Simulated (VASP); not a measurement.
Here is a VASP 6.6.1 calculation.

The input POSCAR:

```
Ni
1.0
   -1.3813788455      1.3813788455      1.3813788455
    1.3813788455     -1.3813788455      1.3813788455
    1.3813788455      1.3813788455     -1.3813788455
Ni
1
Direct
    0.0000000000      0.0000000000      0.0000000000
```

INCAR.step1

```
  ALGO = Normal
  EDIFF = 1E-5
  ENCUT = 520
  GGA = PE
  ISIF = 2
  ISMEAR = -1
  ISPIN = 2
  LASPH = True
  LCHARG = False
  LMAXMIX = 4
  LORBIT = 11
  LREAL = False
  LWAVE = True
  MAGMOM = 1
  NBANDS = 15
  NELM = 150
  PREC = Accurate
  SIGMA = 0.05
```

Contents of INCAR.step2:

```
  AEXX = 0.25
  ALGO = Normal
  EDIFF = 1E-6
  ENCUT = 520
  GGA = PS
  HFSCREEN = 0.207
  ISIF = 2
  ISMEAR = -1
  ISPIN = 2
  ISTART = 1
  LASPH = True
  LCHARG = False
  LHFCALC = True
  LMAXMIX = 4
  LORBIT = 11
  LREAL = False
  LWAVE = False
  MAGMOM = 1
  NBANDS = 15
  NELM = 150
  PREC = Accurate
  PRECFOCK = Normal
  SIGMA = 0.05
```

The input KPOINTS:

```
k-points
0
Gamma
  7 7 7
```

Potentials or basis: VASP PAW PBE potentials, release 64 (Ni).

Run with:

```console
$ cat potpaw_PBE.64/Ni/POTCAR > POTCAR
$ cp INCAR.step1 INCAR
$ mpirun -np 1 vasp_std > vasp.out
$ cp INCAR.step2 INCAR
$ mpirun -np 1 vasp_std > vasp.out
```

Estimate the net moment.

0.86 μB per cell.

What does it give for the site moments?

Ni +0.86 μB.

What does it give for the pressure?

1.0 GPa.

Caveat: the k points lie up to 0.46 Å⁻¹ apart; the PAW data sets were made with another functional, which shifts forces and pressure a little.
